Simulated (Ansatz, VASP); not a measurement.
## GdO: VASP beside Ansatz

```
Gd O
1.0
     0.00000    2.71305    2.71305
     2.71305    0.00000    2.71305
     2.71305    2.71305    0.00000
Gd O
1 1
Cartesian
  0.0000 0.0000 0.0000
  1.3565 1.3565 1.3565
```

Alike in both runs: task single point; functional PBE; dispersion D3(BJ); k mesh 8 × 8 × 8; occupations gaussian, width 0.05 eV; collinear spin; Hubbard terms Gd f U = 6.0 eV.

|  | VASP | Ansatz |
| --- | --- | --- |
| version | VASP 6.6.1 | Ansatz 0.2.0 |
| potentials or method | VASP PAW PBE potentials, release 64 (Gd, O), cutoff 520 eV | scalar-relativistic, plane waves, PAW |
| valence electrons in the cell | 24 | 24 |

|  | VASP | Ansatz | Ansatz less VASP |
| --- | --- | --- | --- |
| gap on the k mesh at the Fermi level (eV) | none | none | - |
| pressure (GPa) | -3.8 | -3.8 | -0.04 |
| net moment per atom (μB) | 3.97 | 3.97 | 0.000 |
| size of the moment on the site where the two differ most (μB) | 7.07 | 7.02 | -0.045 |

Site moments also hang on the region over which each program counts them. The programs project onto different local orbitals, so the same U acts differently, and such runs can settle in different states. A gap of «none» marks a metal or a gap that the smearing closes. Ansatz's warnings: filled band counts differ across k points, stability check not made.

Neither program's run includes spin-orbit coupling.
